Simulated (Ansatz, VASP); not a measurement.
## Al3BN2 in VASP and in Ansatz

INCAR

```
SYSTEM = Al3BN2
PREC = Accurate
ENCUT = 520
EDIFF = 1E-6
ISMEAR = 0
SIGMA = 0.1
LREAL = .FALSE.
LASPH = .TRUE.
NELM = 100
ALGO = Normal
ISIF = 2
LWAVE = .FALSE.
LCHARG = .FALSE.
GGA = PE
NBANDS = 34
```

File KPOINTS:

```
Automatic mesh
0
G
  4 4 2
  0 0 0
```

POSCAR

```
Al3BN2
1.0
    4.3822176134      0.0000000000      0.0000000000
    1.1090790399      4.4582083523      0.0000000000
    0.2816961227      2.2753772155      8.9711765952
Al B N
6 2 4
Direct
    0.4912968850      0.9704492483      0.8048046644
    0.5639785043      0.0074861135      0.2338470859
    0.9287190233      0.4439943437      0.4874577218
    0.3977557774      0.4502987954      0.9981301567
    0.5121546176      0.0201175533      0.5055424289
    0.9631658925      0.0155176438      0.9829906889
    0.1717525899      0.5865313842      0.7411558888
    0.8390700062      0.4325225958      0.2263120217
    0.1738838393      0.3172009565      0.8506949090
    0.7663938109      0.2324248179      0.3515553832
    0.3077091878      0.8056478502      0.6595968987
    0.8841198658      0.7178086971      0.1579121520
```

Input for Ansatz:

```yaml
crystal:
  lattice:
    - [4.3822176134, 0.0, 0.0]
    - [1.1090790399, 4.4582083523, 0.0]
    - [0.2816961227, 2.2753772155, 8.9711765952]
  atoms:
    - { symbol: Al, position: [0.491296885, 0.9704492483, 0.8048046644] }
    - { symbol: Al, position: [0.5639785043, 0.0074861135, 0.2338470859] }
    - { symbol: Al, position: [0.9287190233, 0.4439943437, 0.4874577218] }
    - { symbol: Al, position: [0.3977557774, 0.4502987954, 0.9981301567] }
    - { symbol: Al, position: [0.5121546176, 0.0201175533, 0.5055424289] }
    - { symbol: Al, position: [0.9631658925, 0.0155176438, 0.9829906889] }
    - { symbol: B, position: [0.1717525899, 0.5865313842, 0.7411558888] }
    - { symbol: B, position: [0.8390700062, 0.4325225958, 0.2263120217] }
    - { symbol: "N", position: [0.1738838393, 0.3172009565, 0.850694909] }
    - { symbol: "N", position: [0.7663938109, 0.2324248179, 0.3515553832] }
    - { symbol: "N", position: [0.3077091878, 0.8056478502, 0.6595968987] }
    - { symbol: "N", position: [0.8841198658, 0.7178086971, 0.157912152] }
basis:
  ecutwfc: 420
kpoints:
  mp_grid: { grid: [4, 4, 2] }
hamiltonian:
  xc: pbe
scf:
  occupations: { method: gaussian, width: 0.1 }
  lower_state_search: "off"
output:
  forces: true
  stress: true
  eigenvalues: true
```

Change from the starting cell: the structure that the rattled cell fell into.

Alike in both runs: task single point; functional PBE; k mesh 4 × 4 × 2; occupations gaussian, width 0.1 eV; no spin polarisation.

|  | VASP | Ansatz |
| --- | --- | --- |
| version | VASP 6.6.1 | Ansatz 0.2.0 |
| potentials or method | VASP PAW PBE potentials, release 64 (Al, B, N), cutoff 520 eV | scalar-relativistic, plane waves, PAW |
| valence electrons in the cell | 44 | 44 |

Ansatz gave:

* gap on the k mesh at the Fermi level (eV): none
* pressure (GPa): 0.4
* traceless stress, the component that is largest in VASP (GPa): 0.73
* rms of the force components (eV/Å): 0.206

Q: Which values does VASP return?

A: gap on the k mesh at the Fermi level (eV): none; pressure (GPa): 0.3; traceless stress, the component that is largest in VASP (GPa): 0.72; rms of the force components (eV/Å): 0.206.

Atom by atom the forces differ by 0.005 eV/Å (rms over components). A gap of «none» marks a metal or a gap that the smearing closes. The functional is the same, so the differences come from potentials, cutoffs and numerics.

The k mesh is coarse, so the values compare programs but aren't converged.
